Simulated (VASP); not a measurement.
# Te2Mo (P6_3/mmc) in VASP: notebook, part 2 of 3

VASP 6.6.1. Earlier steps stand in the parts before.

### Step 3. Single point, r2SCAN

This run uses another cell than the first one, of 27.00 Å³/atom.

The input, POSCAR:

```
Te2Mo
1.0
    3.5632533183      0.0000000000      0.0000000000
   -1.7816266592      3.0858678938      0.0000000000
    0.0000000000      0.0000000000     14.7318860800
Te Mo
4 2
Direct
    0.3333333333      0.6666666667      0.6285175470
    0.6666666667      0.3333333333      0.1285175470
    0.6666666667      0.3333333333      0.3714824530
    0.3333333333      0.6666666667      0.8714824530
    0.3333333333      0.6666666667      0.2500000000
    0.6666666667      0.3333333333      0.7500000000
```

The input, INCAR.step1:

```
  PREC = Accurate
  ENCUT = 520
  ISMEAR = 0
  SIGMA = 0.02
  LREAL = F
  LASPH = T
  NELM = 80
  NBANDS = 35
  GGA = PE
  ALGO = Normal
  EDIFF = 1E-4
  LWAVE = T
  LCHARG = F
```

The input, INCAR.step2:

```
  PREC = Accurate
  ENCUT = 520
  EDIFF = 1E-6
  ISMEAR = 0
  SIGMA = 0.02
  LREAL = F
  LASPH = T
  NELM = 80
  ALGO = Normal
  ISIF = 2
  LWAVE = F
  LCHARG = F
  METAGGA = R2SCAN
  LMIXTAU = T
  NBANDS = 35
  ISTART = 1
```

The input, KPOINTS:

```
Automatic mesh
0
Gamma
  12 12 2
```

Potentials or basis: VASP PAW PBE potentials, release 64 (Te, Mo_sv).

Command:

```sh
$ cat potpaw_PBE.64/Te/POTCAR potpaw_PBE.64/Mo_sv/POTCAR > POTCAR
$ cp INCAR.step1 INCAR
$ mpirun -np 1 vasp_std > vasp.out
$ cp INCAR.step2 INCAR
$ mpirun -np 1 vasp_std > vasp.out
```

OUTCAR:

```text
PREC = Accurate
   ENCUT = 520
   EDIFF = 1E-6
   ISMEAR = 0
   LREAL = F
   LASPH = T
   NELM = 80
   ISIF = 2
   METAGGA = R2SCAN
   ISTART = 1

 ion  position               nearest neighbor table
   1  0.333  0.667  0.629-   6 2.73   6 2.73   6 2.73   4 3.58
   2  0.667  0.333  0.129-   5 2.73   5 2.73   5 2.73   3 3.58
   3  0.667  0.333  0.371-   5 2.73   5 2.73   5 2.73   2 3.58
   4  0.333  0.667  0.871-   6 2.73   6 2.73   6 2.73   1 3.58
   5  0.333  0.667  0.250-   2 2.73   3 2.73   2 2.73   3 2.73   2 2.73   3 2.73
   6  0.667  0.333  0.750-   1 2.73   4 2.73   1 2.73   4 2.73   1 2.73   4 2.73

  LATTYP: Found a hexagonal cell.
 ALAT       =     3.5632533183
 C/A-ratio  =     4.1343920188

  Lattice vectors:

 A1 = (   3.5632533183,   0.0000000000,   0.0000000000)
 A2 = (  -1.7816266592,   3.0858678938,   0.0000000000)
 A3 = (   0.0000000000,   0.0000000000,  14.7318860800)

Analysis of symmetry for initial positions (statically):
=====================================================================
 Subroutine PRICEL returns:
 Original cell was already a primitive cell.

 Routine SETGRP: Setting up the symmetry group for a
 hexagonal supercell.

 Subroutine GETGRP returns: Found 24 space group operations
 (whereof 12 operations were pure point group operations)
 out of a pool of 24 trial point group operations.

The static configuration has the point symmetry D_3d.
 The point group associated with its full space group is D_6h.

Analysis of symmetry for dynamics (positions and initial velocities):
=====================================================================
 Subroutine PRICEL returns:
 Original cell was already a primitive cell.

 Routine SETGRP: Setting up the symmetry group for a
 hexagonal supercell.

[... 131 lines left out ...]
   IMIX   =      4    mixing-type and parameters
     AMIX     =   0.40;   BMIX     =  1.00
     AMIX_MAG =   1.60;   BMIX_MAG =  1.00
  volume/ion in A,a.u.               =      27.00       182.19
  Fermi-wavevector in a.u.,A,eV,Ry     =   1.120939  2.118267 17.095765  1.256503
  Thomas-Fermi vector in A             =   2.257589
   LORBIT       =      0    0 simple, 1 ext, 2 COOP (PROOUT), +10 PAW based schemes
   METAGGA = R2SCAN    functional components
   LHFCALC =     F    Hartree Fock is set to
   AEXX    =    0.0000 exact exchange contribution
   IVDW    =     0    specifies the selected vdW correction
   LEPSILON=     F    determine dielectric tensor
   LRPA    =     F    only Hartree local field effects (RPA)
 non-spin polarized calculation
 Gauss-broadening in eV      SIGMA  =   0.02
  energy-cutoff  :      520.00
  volume of cell :      161.99
 maximum number of plane-waves:      4415
 NGX is ok and might be reduce to    28
   NGX = 13   NGY = 13   NGZ = 55

 number of electron      52.0000002 magnetization

 Free energy of the ion-electron system (eV)
  ---------------------------------------------------
  ext. energy  EPLUGINS =         0.00000000
  ---------------------------------------------------
  free energy    TOTEN  =      -155.66638023 eV

  energy without entropy =     -155.66638023  energy(sigma->0) =     -155.66638023

 E-fermi :   7.0628     XC(G=0): -10.5214

 val. band max:        6.9656570474   @ k =   0.0000   0.0000   0.0000
 cond. band min:       8.0177494281   @ k =   0.3333   0.3333   0.0000
 fundamental gap:      1.0520923808
 Fermi energy:         7.0627563875

 k-point     1 :       0.0000    0.0000    0.0000
  band No.  band energies     occupation
      1     -55.7380      2.00000
      2     -55.7380      2.00000
      3     -29.1565      2.00000
      4     -29.1565      2.00000
      5     -29.0689      2.00000
      6     -29.0689      2.00000
[... 901 lines left out ...]
     34      10.6630      0.00000
     35      12.7181      0.00000

 [... further k-points ...]

------------------------ aborting loop because EDIFF is reached ----------------------------------------

  FORCE on cell =-STRESS in cart. coord.  units (eV):
  Direction    XX          YY          ZZ          XY          YZ          ZX
  --------------------------------------------------------------------------------------
  -------------------------------------------------------------------------------------
  Total        0.0941453      0.0941453      0.1784034     -0.0000000      0.0000000      0.0000000
  in kB        0.9311659      0.9311659      1.7645394     -0.0000000      0.0000000      0.0000000
  external PRESSURE =       1.2089571 kB  Pullay stress =       0.0000000 kB

 VOLUME and BASIS-vectors are now :
 -----------------------------------------------------------------------------
  energy-cutoff  :      520.00
  volume of cell :      161.99
      direct lattice vectors                 reciprocal lattice vectors
     3.563253318  0.000000000  0.000000000     0.280642410  0.162028971  0.000000000
    -1.781626659  3.085867894  0.000000000     0.000000000  0.324057942  0.000000000
     0.000000000  0.000000000 14.731886080     0.000000000  0.000000000  0.067879971

 POSITION                                       TOTAL-FORCE (eV/Angst)
 -----------------------------------------------------------------------------------
     -0.00000      2.05725      9.25925         0.000000      0.000000     -0.026028
      1.78163      1.02862      1.89331         0.000000     -0.000000     -0.026028
      1.78163      1.02862      5.47264        -0.000000     -0.000000      0.026028
     -0.00000      2.05725     12.83858         0.000000      0.000000      0.026028
     -0.00000      2.05725      3.68297        -0.000000     -0.000000     -0.000000
      1.78163      1.02862     11.04891         0.000000      0.000000     -0.000000
 -----------------------------------------------------------------------------------
    total drift:                               -0.000000      0.000000     -0.000000

  FREE ENERGIE OF THE ION-ELECTRON SYSTEM (eV)
  ---------------------------------------------------
  free  energy   TOTEN  =      -155.6663802271 eV

  energy  without entropy=     -155.6663802271  energy(sigma->0) =     -155.66638023
```

OSZICAR.step1:

```text
N       E                     dE             d eps       ncg     rms          rms(c)
DAV:   1     0.395693085145E+03    0.39569E+03   -0.26736E+04  3036   0.132E+03
DAV:   2    -0.147767932520E+02   -0.41047E+03   -0.39720E+03  3281   0.313E+02
DAV:   3    -0.367726243301E+02   -0.21996E+02   -0.21543E+02  3231   0.627E+01
DAV:   4    -0.373490228260E+02   -0.57640E+00   -0.57366E+00  3182   0.997E+00
DAV:   5    -0.373647626941E+02   -0.15740E-01   -0.15731E-01  3380   0.169E+00    0.208E+01
DAV:   6    -0.366240661167E+02    0.74070E+00   -0.62589E+00  2899   0.137E+01    0.881E+00
DAV:   7    -0.364934349480E+02    0.13063E+00   -0.51334E+00  2800   0.112E+01    0.617E+00
DAV:   8    -0.360669354360E+02    0.42650E+00   -0.90242E-01  2813   0.529E+00    0.245E+00
DAV:   9    -0.360693102314E+02   -0.23748E-02   -0.22158E-01  3113   0.214E+00    0.102E+00
DAV:  10    -0.360620439827E+02    0.72662E-02   -0.32312E-02  2886   0.106E+00    0.350E-01
DAV:  11    -0.360624211499E+02   -0.37717E-03   -0.19092E-03  3044   0.201E-01    0.185E-01
DAV:  12    -0.360624337107E+02   -0.12561E-04   -0.89511E-05  1734   0.457E-02
   1 F= -.36062434E+02 E0= -.36062434E+02  d E =-.240514E-16
```

It took 25 min on 1 thread of Intel Xeon 8259CL, shared host; peak memory 0.43 GiB.

What came out:

| Item | Value |
| --- | --- |
| Free energy | -155.6664 eV |
| Pressure | 0.1 GPa |
| Largest force | 0.026 eV/Å |
| Band gap on the k mesh | 1.05 eV (least direct gap 1.06 eV) |

Forces on the atoms (eV/Å):
```
Te   0.000  0.000 -0.026
Te   0.000  0.000 -0.026
Te   0.000  0.000  0.026
Te   0.000  0.000  0.026
Mo   0.000  0.000  0.000
Mo   0.000  0.000  0.000
```

Caveat: the PAW data sets were made with another functional, which shifts forces and pressure a little; spin-orbit coupling is left out, which moves the levels of the heavy elements. A k mesh can miss the band edges.

### Step 4. Single point, r2SCAN (strain along c alone, the other axes held: +2.0 %, then relaxed in part)

The input, POSCAR:

```
Te2Mo
1.0
    3.5632533183      0.0000000000      0.0000000000
   -1.7816266592      3.0858678938      0.0000000000
    0.0000000000      0.0000000000     15.0265238016
Te Mo
4 2
Direct
    0.3333333333      0.6666666667      0.6308365784
    0.6666666667      0.3333333333      0.1308365784
    0.6666666667      0.3333333333      0.3691634216
    0.3333333333      0.6666666667      0.8691634216
    0.3333333333      0.6666666667      0.2500000000
    0.6666666667      0.3333333333      0.7500000000
```

The input, INCAR.step1:

```
SYSTEM = Te2Mo
  ALGO = Normal
  EDIFF = 1E-4
  ENCUT = 520
  GGA = PE
  ISMEAR = 0
  LASPH = .True.
  LCHARG = .False.
  LREAL = .False.
  LWAVE = .True.
  NBANDS = 35
  NELM = 100
  PREC = Accurate
  SIGMA = 0.02
```

The input, INCAR.step2:

```
SYSTEM = Te2Mo
  ALGO = Normal
  EDIFF = 1E-6
  ENCUT = 520
  ISIF = 2
  ISMEAR = 0
  ISTART = 1
  LASPH = .True.
  LCHARG = .False.
  LMIXTAU = .True.
  LREAL = .False.
  LWAVE = .False.
  METAGGA = R2SCAN
  NBANDS = 35
  NELM = 100
  PREC = Accurate
  SIGMA = 0.02
```

The input, KPOINTS:

```
k-points
0
Gamma
  12 12 2
  0 0 0
```

Command:

```sh
$ cat potpaw_PBE.64/Te/POTCAR potpaw_PBE.64/Mo_sv/POTCAR > POTCAR
$ cp INCAR.step1 INCAR
$ mpirun -np 1 vasp_std > vasp.out
$ cp INCAR.step2 INCAR
$ mpirun -np 1 vasp_std > vasp.out
```

Run time: 13 min. Hardware: 1 thread of Intel Xeon 8259CL, shared host; peak memory 0.43 GiB.

The run converged. Its results:

```
Free energy            : -155.6633 eV
Pressure               : 0.0 GPa
Largest force          : 0.028 eV/Å
Band gap on the k mesh : 1.07 eV
```

Forces in eV/Å, atoms in the order of the input:
```
Te   0.000  0.000 -0.028
Te   0.000  0.000 -0.028
Te   0.000  0.000  0.028
Te   0.000  0.000  0.028
Mo   0.000  0.000  0.000
Mo   0.000  0.000  0.000
```

Stress tensor (GPa, compression positive):
```
 0.01  0.00  0.00
 0.00  0.01  0.00
 0.00  0.00 -0.12
```

Levels at points of the mesh, in eV from the valence-band top:
```csv
k point,band 22,band 23,band 24,band 25,band 26,band 27,band 28,band 29,band 30,band 31
"(0.00, 0.00, 0.00)",-1.05,-1.05,-0.85,-0.75,-0.04,3.09,3.09,3.13,3.13,3.37
"(0.50, 0.00, 0.00)",-1.74,-0.82,-0.81,-0.57,-0.47,1.40,1.43,1.71,1.88,3.08
"(0.00, 0.00, 0.50)",-1.06,-1.06,-1.06,-0.19,-0.19,3.11,3.11,3.11,3.11,3.42
"(0.50, 0.00, 0.50)",-1.78,-0.81,-0.81,-0.52,-0.52,1.42,1.42,1.80,1.80,3.40
```

Caveat: the cell differs from its parent crystal (strain along c alone, the other axes held: +2.0 %, then relaxed in part); the PAW data sets were made with another functional, which shifts forces and pressure a little; spin-orbit coupling is left out, which moves the levels of the heavy elements.

### Step 5. Single point, r2SCAN (biaxial strain in the a-b plane: -2.0 %, then relaxed in part)

The input, POSCAR:

```
Te2Mo
1.0
    3.4919881810      0.0000000000      0.0000000000
   -1.7459940905      3.0241504745      0.0000000000
    0.0000000000      0.0000000000     14.9012979475
Te Mo
4 2
Direct
    0.3333333333      0.6666666667      0.6281170113
    0.6666666667      0.3333333333      0.1281170113
    0.6666666667      0.3333333333      0.3718829887
    0.3333333333      0.6666666667      0.8718829887
    0.3333333333      0.6666666667      0.2500000000
    0.6666666667      0.3333333333      0.7500000000
```

The input, INCAR.step1:

```
SYSTEM = Te2Mo
PREC = Accurate
ENCUT = 520
ISMEAR = 0
SIGMA = 0.02
LREAL = .False.
LASPH = .True.
NELM = 60
NBANDS = 35
GGA = PE
ALGO = Normal
EDIFF = 1E-4
LWAVE = .True.
LCHARG = .False.
```

The input, INCAR.step2:

```
SYSTEM = Te2Mo
PREC = Accurate
ENCUT = 520
EDIFF = 1E-7
ISMEAR = 0
SIGMA = 0.02
LREAL = .False.
LASPH = .True.
NELM = 60
ALGO = Normal
ISIF = 2
LWAVE = .False.
LCHARG = .True.
METAGGA = R2SCAN
LMIXTAU = .True.
LELF = .True.
LVHAR = .True.
NBANDS = 35
ISTART = 1
```

The input, KPOINTS:

```
Automatic mesh
0
Gamma
  12 12 2
  0 0 0
```

Command:

```sh
$ cat potpaw_PBE.64/Te/POTCAR potpaw_PBE.64/Mo_sv/POTCAR > POTCAR
$ cp INCAR.step1 INCAR
$ mpirun -np 1 vasp_std > vasp.out
$ cp INCAR.step2 INCAR
$ mpirun -np 1 vasp_std > vasp.out
```

Run time: 28 min. Hardware: 1 thread of Oxide Virtual Turin-like, shared host; peak memory 0.39 GiB.

Results (log left out):

```
Free energy            : -155.6035 eV
Pressure               : 2.2 GPa
Largest force          : 0.025 eV/Å
Band gap on the k mesh : 1.02 eV (least direct gap 1.24 eV)
```

Forces in eV/Å, atoms in the order of the input:
```
Te   0.000  0.000 -0.025
Te   0.000  0.000 -0.025
Te   0.000  0.000  0.025
Te   0.000  0.000  0.025
Mo   0.000  0.000  0.000
Mo   0.000  0.000  0.000
```

Stress tensor (GPa, compression positive):
```
3.20 0.00 0.00
0.00 3.20 0.00
0.00 0.00 0.16
```

Levels at points of the mesh, in eV from the valence-band top:
```csv
k point,band 22,band 23,band 24,band 25,band 26,band 27,band 28,band 29,band 30,band 31
"(0.00, 0.00, 0.00)",-0.97,-0.97,-0.96,-0.96,-0.21,3.27,3.27,3.34,3.34,3.54
"(0.50, 0.00, 0.00)",-1.96,-0.92,-0.92,-0.43,-0.29,1.54,1.57,1.75,2.00,3.05
"(0.00, 0.00, 0.50)",-0.97,-0.97,-0.97,-0.38,-0.38,3.30,3.30,3.30,3.30,3.61
"(0.50, 0.00, 0.50)",-1.99,-0.92,-0.92,-0.36,-0.36,1.56,1.56,1.88,1.88,3.41
```

Caveat: the cell differs from its parent crystal (biaxial strain in the a-b plane: -2.0 %, then relaxed in part); the PAW data sets were made with another functional, which shifts forces and pressure a little; spin-orbit coupling is left out, which moves the levels of the heavy elements. A k mesh can miss the band edges.

(Part 2 of 3 ends here.)
